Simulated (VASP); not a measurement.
# AlN (P6_3mc) in VASP: a series of runs

AlN is run at these levels: LDA; tasks: single point.

Program: VASP 6.6.1. These are calculated values, not measurements. Logs are shortened: lines on timing, memory, paths and dates and some standing lists are left out, and cuts for length are marked.

**The experiment to reproduce.**

“Structural and optical properties of self-assembled AlN nanowires grown on SiO2/Si substrates by molecular beam epitaxy”, 2024, arxiv:2402.00216 quotes, for a bulk crystal of AlN at 0 K: band gap 6.0343 eV (an exciton energy, a little under the gap).

How close the calculation comes is told below.

## Step 1: The cell of the first run

The structure is hexagonal, space group P6_3mc (No. 186). The conventional cell has a = 3.063 Å, b = 3.063 Å, c = 4.903 Å, α = 90.00°, β = 90.00°, γ = 120.00°. Al (site symmetry 3m) has 4 N at 1.86 to 1.87 Å within 2.5 Å. N (site symmetry 3m) has 4 Al at 1.86 to 1.87 Å within 2.5 Å.

## Step 2: Single point, LDA

File INCAR:

```
SYSTEM = AlN
ALGO = Normal ; EDIFF = 1E-7
ENCUT = 520 ; GGA = CA
ISIF = 2 ; ISMEAR = 0
LASPH = .True. ; LCHARG = .False.
LREAL = .False. ; LWAVE = .False.
NBANDS = 16 ; NELM = 60
PREC = Accurate ; SIGMA = 0.05
```

File KPOINTS:

```
k-points
0
Gamma
  9 9 6
  0 0 0
```

File POSCAR:

```
AlN
1.0
    3.0629797860      0.0000000000      0.0000000000
   -1.5314898930      2.6526183059      0.0000000000
    0.0000000000      0.0000000000      4.9025525410
Al N
2 2
Direct
    0.3333333333      0.6666666667      0.0015210182
    0.6666666667      0.3333333333      0.5015210182
    0.3333333333      0.6666666667      0.3834789818
    0.6666666667      0.3333333333      0.8834789818
```

Potentials or basis: VASP PAW LDA potentials, release 64 (Al, N).

Run with:

```bash
> cat potpaw_LDA.64/Al/POTCAR potpaw_LDA.64/N/POTCAR > POTCAR
> mpirun -np 1 vasp_std > vasp.out
```

OUTCAR:

```text
SYSTEM = AlN
   EDIFF = 1E-7
   ENCUT = 520
   GGA = CA
   ISIF = 2
   ISMEAR = 0
   LASPH = .True.
   LREAL = .False.
   NELM = 60
   PREC = Accurate

 ion  position               nearest neighbor table
   1  0.333  0.667  0.002-   4 1.86   4 1.86   4 1.86   3 1.87   2 3.02   2 3.02   2 3.02   2 3.02
                             2 3.02   2 3.02
   2  0.667  0.333  0.502-   3 1.86   3 1.86   3 1.86   4 1.87   1 3.02   1 3.02   1 3.02   1 3.02
                             1 3.02   1 3.02
   3  0.333  0.667  0.383-   2 1.86   2 1.86   2 1.86   1 1.87
   4  0.667  0.333  0.883-   1 1.86   1 1.86   1 1.86   2 1.87

  LATTYP: Found a hexagonal cell.
 ALAT       =     3.0629797860
 C/A-ratio  =     1.6005827278

  Lattice vectors:

 A1 = (   3.0629797860,   0.0000000000,   0.0000000000)
 A2 = (  -1.5314898930,   2.6526183059,   0.0000000000)
 A3 = (   0.0000000000,   0.0000000000,   4.9025525410)

Analysis of symmetry for initial positions (statically):
=====================================================================
 Subroutine PRICEL returns:
 Original cell was already a primitive cell.

 Routine SETGRP: Setting up the symmetry group for a
 hexagonal supercell.

 Subroutine GETGRP returns: Found 12 space group operations
 (whereof  6 operations were pure point group operations)
 out of a pool of 24 trial point group operations.

The static configuration has the point symmetry C_3v.
 The point group associated with its full space group is C_6v.

Analysis of symmetry for dynamics (positions and initial velocities):
=====================================================================
 Subroutine PRICEL returns:
 Original cell was already a primitive cell.

 Routine SETGRP: Setting up the symmetry group for a
 hexagonal supercell.

 Subroutine GETGRP returns: Found 12 space group operations
 (whereof  6 operations were pure point group operations)
 out of a pool of 24 trial point group operations.

The dynamic configuration has the point symmetry C_3v.
 The point group associated with its full space group is C_6v.

 Subroutine INISYM returns: Found 12 space group operations
 (whereof  6 operations are pure point group operations),
 and found     1 'primitive' translations

[... 92 lines left out ...]
   ISPIN  =      1    spin polarized calculation?
   LNONCOLLINEAR =      F non collinear calculations
   LSORBIT =      F    spin-orbit coupling
   LASPH  =      T    aspherical Exc in radial PAW
   ENCUT  =  520.0 eV  38.22 Ry    6.18 a.u.   5.70  5.70  9.12*2*pi/ulx,y,z
   NELM   =     60;   NELMIN=  2; NELMDL= -5     # of ELM steps
   EDIFF  = 0.1E-06   stopping-criterion for ELM
   LREAL  =      F    real-space projection
   EDIFFG = 0.1E-05   stopping-criterion for IOM
   NSW    =      0    number of steps for IOM
   IBRION =     -1    ionic relax: 0-MD 1-quasi-New 2-CG
   NFREE  =      0    steps in history (QN), initial steepest desc. (CG)
   ISIF   =      2    stress and relaxation
   ISYM   =      2    0-nonsym 1-usesym 2-fastsym
   POTIM  = 0.5000    time-step for ionic-motion
   TEBEG  =    0.0;   TEEND  =   0.0 temperature during run
   PSTRESS=    0.0 pullay stress
   NELECT =      16.0000    total number of electrons
   NUPDOWN=      -1.0000    fix difference up-down
   EMIN   =  10.00;   EMAX   =-10.00  energy-range for DOS
   EFERMI =   0.00;   METHOD = LEGACY
   ISMEAR =     0;   SIGMA  =   0.05  broadening in eV -4-tet -1-fermi 0-gaus
   EFERMI_NEDOS =   21; number of points for ismear=-14 and -15
   IALGO  =     38    algorithm
   IMIX   =      4    mixing-type and parameters
     AMIX     =   0.40;   BMIX     =  1.00
     AMIX_MAG =   1.60;   BMIX_MAG =  1.00
  volume/ion in A,a.u.               =       9.96        67.20
  Fermi-wavevector in a.u.,A,eV,Ry     =   1.207910  2.282618 19.851521  1.459046
  Thomas-Fermi vector in A             =   2.343533
   LORBIT       =      0    0 simple, 1 ext, 2 COOP (PROOUT), +10 PAW based schemes
   GGA     = CA    functional components
   LHFCALC =     F    Hartree Fock is set to
   AEXX    =    0.0000 exact exchange contribution
   IVDW    =     0    specifies the selected vdW correction
   LEPSILON=     F    determine dielectric tensor
   LRPA    =     F    only Hartree local field effects (RPA)
 non-spin polarized calculation
 Gauss-broadening in eV      SIGMA  =   0.05
  energy-cutoff  :      520.00
  volume of cell :       39.83
 maximum number of plane-waves:      1092
 NGX is ok and might be reduce to    24
   NGX = 11   NGY = 11   NGZ = 19

 number of electron      15.9999998 magnetization

 Free energy of the ion-electron system (eV)
  ---------------------------------------------------
  ext. energy  EPLUGINS =         0.00000000
  ---------------------------------------------------
  free energy    TOTEN  =       -32.81901323 eV

  energy without entropy =      -32.81901323  energy(sigma->0) =      -32.81901323

 E-fermi :   6.5780     XC(G=0): -11.4534

 val. band max:        6.3624751055   @ k =   0.0000   0.0000   0.0000
 cond. band min:      11.0127789851   @ k =   0.0000   0.0000   0.0000
 fundamental gap:      4.6503038796
 Fermi energy:         6.5779856313

 k-point     1 :       0.0000    0.0000    0.0000
  band No.  band energies     occupation
      1      -8.9659      2.00000
      2      -6.5911      2.00000
      3       0.0922      2.00000
      4       5.4624      2.00000
      5       5.4624      2.00000
      6       6.1289      2.00000
[... 433 lines left out ...]
      3       1.3887      2.00000
      4       2.0506      2.00000
      5       2.0506      2.00000
      6       3.5105      2.00000
[... 8 lines left out ...]
     15      19.5598      0.00000
     16      21.8667      0.00000

 [... further k-points ...]
[... 5 lines left out ...]
  --------------------------------------------------------------------------------------
  -------------------------------------------------------------------------------------
  Total        1.5972900      1.5972900      1.4872125      0.0000000      0.0000000      0.0000000
  in kB       64.2470520     64.2470520     59.8194571      0.0000000      0.0000000      0.0000000
  external PRESSURE =      62.7711870 kB  Pullay stress =       0.0000000 kB

 VOLUME and BASIS-vectors are now :
 -----------------------------------------------------------------------------
  energy-cutoff  :      520.00
  volume of cell :       39.83
      direct lattice vectors                 reciprocal lattice vectors
     3.062979786  0.000000000  0.000000000     0.326479464  0.188493007  0.000000000
    -1.531489893  2.652618306  0.000000000     0.000000000  0.376986013  0.000000000
     0.000000000  0.000000000  4.902552541     0.000000000  0.000000000  0.203975376

 POSITION                                       TOTAL-FORCE (eV/Angst)
 -----------------------------------------------------------------------------------
     -0.00000      1.76841      0.00746         0.000000      0.000000     -0.011546
      1.53149      0.88421      2.45873        -0.000000     -0.000000     -0.011546
     -0.00000      1.76841      1.88003         0.000000     -0.000000      0.011546
      1.53149      0.88421      4.33130        -0.000000     -0.000000      0.011546
 -----------------------------------------------------------------------------------
    total drift:                               -0.000000     -0.000000      0.000341

  FREE ENERGIE OF THE ION-ELECTRON SYSTEM (eV)
  ---------------------------------------------------
  free  energy   TOTEN  =       -32.8190132292 eV

  energy  without entropy=      -32.8190132292  energy(sigma->0) =      -32.81901323
```

Wall time 8.3 s (1 thread of Intel Xeon 6975P-C (Granite Rapids), shared host); peak memory 0.14 GiB.

Results:

```yaml
Free_energy: -32.8190 eV
Pressure: 6.3 GPa
Largest_force: 0.012 eV/Å
Band_gap_on_the_k_mesh: 4.65 eV, direct
```

Forces on the atoms (eV/Å):
```
Al   0.000  0.000 -0.012
Al   0.000  0.000 -0.012
N    0.000  0.000  0.012
N    0.000  0.000  0.012
```

Stress tensor (GPa, compression positive):
```
6.42 0.00 0.00
0.00 6.42 0.00
0.00 0.00 5.98
```

A k mesh can miss the band edges. As with any semilocal functional, this LDA gap is likely too small.

## Step 3: Single point, LDA

This run uses another cell than the first one, of 10.21 Å³/atom, 1.025 times its volume.

File INCAR:

```
SYSTEM = AlN
ALGO = Normal
EDIFF = 1E-6
ENCUT = 520
ISIF = 2
ISMEAR = 0
LASPH = .True.
LCHARG = .True.
LELF = .True.
LREAL = .False.
LVHAR = .True.
LWAVE = .False.
NBANDS = 16
NELM = 100
PREC = Accurate
SIGMA = 0.05
```

KPOINTS is that of step 2.

File POSCAR:

```
AlN
1.0
    3.0886152929      0.0000000000      0.0000000000
   -1.5443076465      2.6748193062      0.0000000000
    0.0000000000      0.0000000000      4.9435842906
Al N
2 2
Direct
    0.3333333333      0.6666666667      0.0015210182
    0.6666666667      0.3333333333      0.5015210182
    0.3333333333      0.6666666667      0.3834789818
    0.6666666667      0.3333333333      0.8834789818
```

Potentials or basis: VASP PAW LDA potentials, release 64 (Al, N).

Run with:

```bash
> cat potpaw_LDA.64/Al/POTCAR potpaw_LDA.64/N/POTCAR > POTCAR
> mpirun -np 1 vasp_std > vasp.out
```

Run time: 8.4 s. Hardware: 1 thread of Intel Xeon 6975P-C (Granite Rapids), shared host; peak memory 0.15 GiB.

Results (log left out):

```yaml
Free_energy: -32.8410 eV
Pressure: 0.6 GPa
Band_gap_on_the_k_mesh: 4.42 eV, direct
```

Levels at points of the mesh, in eV from the valence-band top:
| k point | band 5 | band 6 | band 7 | band 8 | band 9 | band 10 | band 11 | band 12 |
| --- | --- | --- | --- | --- | --- | --- | --- | --- |
| (0.00, 0.00, 0.00) | -0.89 | -0.23 | -0.23 | 0.00 | 4.42 | 6.73 | 10.66 | 11.10 |
| (0.00, 0.00, 0.50) | -0.57 | -0.57 | -0.57 | -0.57 | 6.61 | 6.61 | 10.32 | 10.32 |

(Continued in part 2 of 2.)
